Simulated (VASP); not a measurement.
# TiAl (P4/mmm) in VASP: further runs

The runs below take TiAl through single point, with LDA.

Program: VASP 6.6.1. These are calculated values, not measurements. Logs are shortened: lines on timing, memory, paths and dates and some standing lists are left out, and cuts for length are marked.

### 1 The cell of the first run

The structure is tetragonal, space group P4/mmm (No. 123). The conventional cell has a = 3.069 Å, b = 3.069 Å, c = 3.431 Å, α = 90.00°, β = 90.00°, γ = 90.00°. Ti (site symmetry 4/mmm) has 8 Al at 2.77 Å and 6 Ti at 3.07 to 3.43 Å within 3.6 Å. Al (site symmetry 4/mmm) has 8 Ti at 2.77 Å and 6 Al at 3.07 to 3.43 Å within 3.6 Å.

### 2 Single point, LDA (16.16 Å³/atom)

File INCAR:

```
PREC = Accurate
ENCUT = 520
EDIFF = 1E-6
ISMEAR = 0
SIGMA = 0.15
LREAL = F
LASPH = T
NELM = 100
ALGO = Fast
ISIF = 2
LWAVE = F
LCHARG = F
NBANDS = 14
```

File KPOINTS:

```
regular mesh
0
Gamma
  16 16 16
```

File POSCAR:

```
TiAl
1.0
    3.0693661580      0.0000000000      0.0000000000
    0.0000000000      3.0693661580      0.0000000000
    0.0000000000      0.0000000000      3.4306305548
Ti Al
1 1
Direct
    0.0000000000      0.0000000000      0.0000000000
    0.5000000000      0.5000000000      0.5000000000
```

Potentials or basis: VASP PAW LDA potentials, release 64 (Ti_sv, Al).

Command:

```
> cat potpaw_LDA.64/Ti_sv/POTCAR potpaw_LDA.64/Al/POTCAR > POTCAR
> mpirun -np 1 vasp_std > vasp.out
```

OUTCAR:

```text
PREC = Accurate
   ENCUT = 520
   EDIFF = 1E-6
   ISMEAR = 0
   LREAL = F
   LASPH = T
   NELM = 100
   ISIF = 2

 ion  position               nearest neighbor table
   1  0.000  0.000  0.000-   2 2.77   2 2.77   2 2.77   2 2.77   2 2.77   2 2.77   2 2.77   2 2.77

   2  0.500  0.500  0.500-   1 2.77   1 2.77   1 2.77   1 2.77   1 2.77   1 2.77   1 2.77   1 2.77

  LATTYP: Found a simple tetragonal cell.
 ALAT       =     3.0693661580
 C/A-ratio  =     1.1177000000

  Lattice vectors:

 A1 = (   3.0693661580,   0.0000000000,   0.0000000000)
 A2 = (   0.0000000000,   3.0693661580,   0.0000000000)
 A3 = (   0.0000000000,   0.0000000000,   3.4306305548)

Analysis of symmetry for initial positions (statically):
=====================================================================
 Subroutine PRICEL returns:
 Original cell was already a primitive cell.

 Routine SETGRP: Setting up the symmetry group for a
 simple tetragonal supercell.

 Subroutine GETGRP returns: Found 16 space group operations
 (whereof 16 operations were pure point group operations)
 out of a pool of 16 trial point group operations.

The static configuration has the point symmetry D_4h.

Analysis of symmetry for dynamics (positions and initial velocities):
=====================================================================
 Subroutine PRICEL returns:
 Original cell was already a primitive cell.

 Routine SETGRP: Setting up the symmetry group for a
 simple tetragonal supercell.

 Subroutine GETGRP returns: Found 16 space group operations
 (whereof 16 operations were pure point group operations)
 out of a pool of 16 trial point group operations.

The dynamic configuration has the point symmetry D_4h.

 Subroutine INISYM returns: Found 16 space group operations
 (whereof 16 operations are pure point group operations),
 and found     1 'primitive' translations

----------------------------------------------------------------------------------------

                                     Primitive cell

  volume of cell :      32.3200

  direct lattice vectors                    reciprocal lattice vectors
     3.069366158  0.000000000  0.000000000     0.325800165  0.000000000  0.000000000
     0.000000000  3.069366158  0.000000000     0.000000000  0.325800165  0.000000000
     0.000000000  0.000000000  3.430630555     0.000000000  0.000000000  0.291491603

  length of vectors
     3.069366158  3.069366158  3.430630555     0.325800165  0.325800165  0.291491603

  position of ions in fractional coordinates (direct lattice)
     0.000000000  0.000000000  0.000000000
     0.500000000  0.500000000  0.500000000

  ion indices of the primitive-cell ions
   primitive index   ion index
                 1           1
                 2           2

----------------------------------------------------------------------------------------

 KPOINTS: regular mesh

Automatic generation of k-mesh.
 Grid dimensions read from file:
 generate k-points for:   16   16   16

 Generating k-lattice:

  Cartesian coordinates                     Fractional coordinates (reciprocal lattice)
     0.020362510  0.000000000  0.000000000     0.062500000  0.000000000  0.000000000
     0.000000000  0.020362510  0.000000000     0.000000000  0.062500000  0.000000000
     0.000000000  0.000000000  0.018218225     0.000000000  0.000000000  0.062500000

  Length of vectors
     0.020362510  0.020362510  0.018218225

  Shift w.r.t. Gamma in fractional coordinates (k-lattice)
     0.000000000  0.000000000  0.000000000

 Subroutine IBZKPT returns following result:
 ===========================================

 Found    405 irreducible k-points:

 Following reciprocal coordinates:
            Coordinates               Weight
  0.000000  0.000000  0.000000      1.000000
  0.062500  0.000000  0.000000      4.000000
  0.125000  0.000000  0.000000      4.000000
  0.187500  0.000000  0.000000      4.000000
  0.250000  0.000000  0.000000      4.000000
  0.312500  0.000000  0.000000      4.000000
[... 16 lines left out ...]
  0.437500  0.125000  0.000000      8.000000
  0.500000  0.125000  0.000000      4.000000
 [... further k-points ...]
   k-points           NKPTS =    405   k-points in BZ     NKDIM =    405   number of bands    NBANDS=     14
   number of dos      NEDOS =    301   number of ions     NIONS =      2
   total plane-waves  NPLWV =  16128
   dimension x,y,z NGX =    24 NGY =   24 NGZ =   28
   dimension x,y,z NGXF=    48 NGYF=   48 NGZF=   56
   ions per type =               1   1
   NGX,Y,Z   is equivalent  to a cutoff of  13.00, 13.00, 13.57 a.u.
   NGXF,Y,Z  is equivalent  to a cutoff of  26.00, 26.00, 27.14 a.u.
 SYSTEM =  unknown system
   PREC   = accura    normal or accurate (medium, high low for compatibility)
   ISTART =      0    job   : 0-new  1-cont  2-samecut
   ICHARG =      2    charge: 1-file 2-atom 10-const
   ISPIN  =      1    spin polarized calculation?
   LNONCOLLINEAR =      F non collinear calculations
   LSORBIT =      F    spin-orbit coupling
   LASPH  =      T    aspherical Exc in radial PAW
   ENCUT  =  520.0 eV  38.22 Ry    6.18 a.u.   5.71  5.71  6.38*2*pi/ulx,y,z
   NELM   =    100;   NELMIN=  2; NELMDL= -5     # of ELM steps
   EDIFF  = 0.1E-05   stopping-criterion for ELM
   LREAL  =      F    real-space projection
   EDIFFG = 0.1E-04   stopping-criterion for IOM
   NSW    =      0    number of steps for IOM
   IBRION =     -1    ionic relax: 0-MD 1-quasi-New 2-CG
   NFREE  =      0    steps in history (QN), initial steepest desc. (CG)
   ISIF   =      2    stress and relaxation
   ISYM   =      2    0-nonsym 1-usesym 2-fastsym
   POTIM  = 0.5000    time-step for ionic-motion
   TEBEG  =    0.0;   TEEND  =   0.0 temperature during run
   PSTRESS=    0.0 pullay stress
   NELECT =      15.0000    total number of electrons
   NUPDOWN=      -1.0000    fix difference up-down
   EMIN   =  10.00;   EMAX   =-10.00  energy-range for DOS
   EFERMI =   0.00;   METHOD = LEGACY
   ISMEAR =     0;   SIGMA  =   0.15  broadening in eV -4-tet -1-fermi 0-gaus
   EFERMI_NEDOS =   21; number of points for ismear=-14 and -15
   IALGO  =     68    algorithm
   IMIX   =      4    mixing-type and parameters
     AMIX     =   0.40;   BMIX     =  1.00
     AMIX_MAG =   1.60;   BMIX_MAG =  1.00
  volume/ion in A,a.u.               =      16.16       109.05
  Fermi-wavevector in a.u.,A,eV,Ry     =   1.267500  2.395229 21.858541  1.606557
  Thomas-Fermi vector in A             =   2.400645
   LORBIT       =      0    0 simple, 1 ext, 2 COOP (PROOUT), +10 PAW based schemes
   GGA     = CA    functional components
   LHFCALC =     F    Hartree Fock is set to
   AEXX    =    0.0000 exact exchange contribution
   IVDW    =     0    specifies the selected vdW correction
   LEPSILON=     F    determine dielectric tensor
   LRPA    =     F    only Hartree local field effects (RPA)
 non-spin polarized calculation
 RMM-DIIS sequential band-by-band and
 Gauss-broadening in eV      SIGMA  =   0.15
  energy-cutoff  :      520.00
  volume of cell :       32.32
 maximum number of plane-waves:       888
 NGX is ok and might be reduce to    24
   NGX = 11   NGY = 11   NGZ = 13

 number of electron      15.0000006 magnetization

 Free energy of the ion-electron system (eV)
  ---------------------------------------------------
  ext. energy  EPLUGINS =         0.00000000
  ---------------------------------------------------
  free energy    TOTEN  =       -13.34075590 eV

  energy without entropy =      -13.31099287  energy(sigma->0) =      -13.32587438

 E-fermi :   8.3709     XC(G=0): -11.2862

 val. band max:        8.3691401233   @ k =   0.5000   0.3125   0.0625
 cond. band min:       8.3744325418   @ k =   0.2500   0.0000   0.1875
 fundamental gap:      0.0052924185
 Fermi energy:         8.3708704743

 k-point     1 :       0.0000    0.0000    0.0000
  band No.  band energies     occupation
      1     -47.7394      2.00000
      2     -24.4081      2.00000
      3     -24.2688      2.00000
      4     -24.2688      2.00000
      5      -0.7195      2.00000
      6       6.8810      2.00000
      7       7.1840      2.00000
      8      10.0877      0.00000
      9      10.0877      0.00000
     10      10.5619      0.00000
     11      11.0193      0.00000
     12      13.8817      0.00000
     13      13.8817      0.00000
     14      17.0898      0.00000

 k-point     2 :       0.0625    0.0000    0.0000
  band No.  band energies     occupation
      1     -47.7385      2.00000
      2     -24.4071      2.00000
      3     -24.2780      2.00000
      4     -24.2679      2.00000
      5      -0.6529      2.00000
      6       6.9082      2.00000
      7       7.1821      2.00000
      8       9.8160      0.00000
      9      10.0973      0.00000
     10      10.4699      0.00000
     11      11.3312      0.00000
     12      13.4792      0.00000
     13      14.0138      0.00000
     14      16.8944      0.00000

 k-point     3 :       0.1250    0.0000    0.0000
  band No.  band energies     occupation
      1     -47.7359      2.00000
      2     -24.4045      2.00000
      3     -24.3044      2.00000
      4     -24.2657      2.00000
      5      -0.4547      2.00000
      6       6.9584      2.00000
      7       7.1740      2.00000
      8       9.3590      0.00000
      9      10.1250      0.00000
     10      10.2353      0.00000
     11      11.9115      0.00000
     12      12.6776      0.00000
     13      14.3715      0.00000
     14      16.7080      0.00000
[... 324 lines left out ...]
 k-point    23 :       0.4375    0.1250    0.0000
  band No.  band energies     occupation
      1     -47.7131      2.00000
      2     -24.4949      2.00000
      3     -24.3809      2.00000
      4     -24.2821      2.00000
      5       2.4530      2.00000
      6       4.2834      2.00000
      7       7.9343      1.99996
      8       8.0316      1.99862
      9       8.7352      0.00059
     10       9.9906      0.00000
     11      11.7350      0.00000
     12      15.0908      0.00000
     13      16.0020      0.00000
     14      16.3840      0.00000

 k-point    24 :       0.5000    0.1250    0.0000
  band No.  band energies     occupation
      1     -47.7122      2.00000
      2     -24.5039      2.00000
      3     -24.3800      2.00000
      4     -24.2813      2.00000
      5       2.9767      2.00000
      6       3.7111      2.00000
      7       7.8880      1.99999
      8       8.1212      1.98140
      9       8.6504      0.00840
     10      10.0051      0.00000
     11      11.7992      0.00000
     12      15.0561      0.00000
     13      16.7622      0.00000
     14      17.1503      0.00000

 [... further k-points ...]
[... 5 lines left out ...]
  --------------------------------------------------------------------------------------
  -------------------------------------------------------------------------------------
  Total       -1.8080680     -1.8080680     -0.1615943      0.0000000     -0.0000000      0.0000000
  in kB      -89.6301227    -89.6301227     -8.0106031      0.0000000     -0.0000000      0.0000000
  external PRESSURE =     -62.4236162 kB  Pullay stress =       0.0000000 kB

 VOLUME and BASIS-vectors are now :
 -----------------------------------------------------------------------------
  energy-cutoff  :      520.00
  volume of cell :       32.32
      direct lattice vectors                 reciprocal lattice vectors
     3.069366158  0.000000000  0.000000000     0.325800165  0.000000000  0.000000000
     0.000000000  3.069366158  0.000000000     0.000000000  0.325800165  0.000000000
     0.000000000  0.000000000  3.430630555     0.000000000  0.000000000  0.291491603

 POSITION                                       TOTAL-FORCE (eV/Angst)
 -----------------------------------------------------------------------------------
      0.00000      0.00000      0.00000         0.000000      0.000000      0.000000
      1.53468      1.53468      1.71532         0.000000      0.000000      0.000000
 -----------------------------------------------------------------------------------
    total drift:                               -0.000000      0.000000      0.000000

  FREE ENERGIE OF THE ION-ELECTRON SYSTEM (eV)
  ---------------------------------------------------
  free  energy   TOTEN  =       -13.3407558963 eV

  energy  without entropy=      -13.3109928690  energy(sigma->0) =      -13.32587438
```

Wall time 87 s (1 thread of Intel Xeon 6975P-C (Granite Rapids), shared host); peak memory 0.28 GiB.

What came out:

| Item | Value |
| --- | --- |
| Free energy | -13.3408 eV |
| Pressure | -6.2 GPa |
| Band gap on the k mesh | zero (an odd number of electrons rules out a gap without spin polarisation) |

Levels at points of the mesh, in eV from the Fermi level:
| k point | band 3 | band 4 | band 5 | band 6 | band 7 | band 8 | band 9 | band 10 | band 11 | band 12 |
| --- | --- | --- | --- | --- | --- | --- | --- | --- | --- | --- |
| (0.00, 0.00, 0.00) | -32.64 | -32.64 | -9.09 | -1.49 | -1.19 | 1.72 | 1.72 | 2.19 | 2.65 | 5.51 |
| (0.50, 0.00, 0.00) | -32.75 | -32.62 | -5.52 | -4.93 | -0.59 | -0.40 | 0.63 | 1.98 | 3.47 | 6.44 |
| (0.50, 0.50, 0.00) | -32.85 | -32.73 | -4.41 | -1.55 | -1.55 | -1.17 | 0.24 | 0.24 | 3.15 | 4.84 |
| (0.00, 0.00, 0.50) | -32.63 | -32.63 | -6.52 | -5.15 | -0.60 | 0.59 | 0.59 | 2.21 | 2.29 | 6.86 |
| (0.50, 0.00, 0.50) | -32.83 | -32.61 | -5.09 | -2.37 | -1.76 | -1.40 | 0.95 | 1.15 | 2.44 | 4.64 |
| (0.50, 0.50, 0.50) | -32.84 | -32.81 | -2.93 | -2.93 | -2.92 | 0.71 | 2.55 | 2.81 | 3.17 | 3.27 |

Caveat: the cell stands under tension.

(Part 1 of 2 ends here.)
